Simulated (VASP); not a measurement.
A run of VASP 6.6.1:

The input POSCAR:

```
Fe
1.0
    4.1744505568      0.0000000000      0.0000000000
   -2.0872252784      3.6151802290      0.0000000000
    0.0000000000      0.0000000000      2.3763035528
Fe
3
Direct
    0.0000000000      0.0000000000      0.0000000000
    0.3333333333      0.6666666667      0.5000000000
    0.6666666667      0.3333333333      0.5000000000
```

File INCAR.step1:

```
  PREC = Accurate
  ENCUT = 520
  EDIFF = 1E-7
  ISMEAR = -1
  SIGMA = 0.08
  LREAL = False
  LASPH = True
  NELM = 150
  ALGO = Normal
  ISIF = 2
  LWAVE = False
  LCHARG = True
  ISPIN = 2
  MAGMOM = 2.5 2.5 2.5
  LMAXMIX = 4
  GGA = PE
  NBANDS = 23
```

Contents of KPOINTS.step1:

```
regular mesh
0
Gamma
  9 9 12
```

The input INCAR.step2:

```
  PREC = Accurate
  ENCUT = 520
  EDIFF = 1E-7
  ISMEAR = -5
  SIGMA = 0.08
  LREAL = False
  LASPH = True
  NELM = 150
  ALGO = Normal
  ISIF = 2
  LWAVE = False
  LCHARG = False
  ISPIN = 2
  MAGMOM = 2.5 2.5 2.5
  LORBIT = 11
  LMAXMIX = 4
  GGA = PE
  NBANDS = 23
  NEDOS = 2001
  ICHARG = 11
```

File KPOINTS.step2:

```
regular mesh
0
Gamma
  14 14 18
```

Potentials or basis: VASP PAW PBE potentials, release 64 (Fe).

Command:

```console
$ cat potpaw_PBE.64/Fe/POTCAR > POTCAR
$ cp INCAR.step1 INCAR
$ cp KPOINTS.step1 KPOINTS
$ mpirun -np 1 vasp_std > vasp.out
$ cp INCAR.step2 INCAR
$ cp KPOINTS.step2 KPOINTS
$ mpirun -np 1 vasp_std > vasp.out
```

Hardware: 1 thread of Intel Xeon 8259CL, with other jobs on the host.

Q: Estimate the wall time of this run.

A: It took 9.1 min on 1 thread of Intel Xeon 8259CL, with other jobs on the host, peak memory 0.37 GiB. Counts: k points 240.
